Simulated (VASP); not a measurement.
Ta4F, 5 atoms in the cell. The cell holds a slab with vacuum, 5 atoms: a = 3.253 Å, b = 3.253 Å, c = 20.213 Å, α = 90.00°, β = 90.00°, γ = 90.00°. 

| Quantity | Value |
| --- | --- |
| Program | VASP 6.6.1 |
| Task | relaxation of the atoms |
| Functional | LDA |
| Potentials or basis | VASP PAW LDA potentials, release 64 (Ta_pv, F) |
| Cutoff | 520 eV |
| k mesh | 8 × 8 × 1 |
| Occupations | gaussian, width 0.1 eV |
| Spin | no spin polarisation |
| Dipole correction | yes |
| Atoms held fixed (from 0) | [0, 1, 2, 3] |
| Further INCAR settings | ALGO = Normal; EDIFF = 1e-07; IBRION = 2; EDIFFG = -0.025; NSW = 36 |
| Atoms held along some axes (from 0) | atom 4 along a and b |

Potentials or basis: VASP PAW LDA potentials, release 64 (Ta_pv, F).

Command:

```bash
$ cat potpaw_LDA.64/Ta_pv/POTCAR potpaw_LDA.64/F/POTCAR > POTCAR
$ mpirun -np 1 vasp_std > vasp.out
```

Hardware: 1 thread of Intel(R) Xeon(R) Platinum 8488C (Sapphire Rapids), with other jobs on the host.

Estimate the wall time of this run.

Run time: 17 min on 1 thread of Intel(R) Xeon(R) Platinum 8488C (Sapphire Rapids) (shared host), peak memory 0.29 GiB. Counts: scf iterations 289, k points 15, ion steps 20.
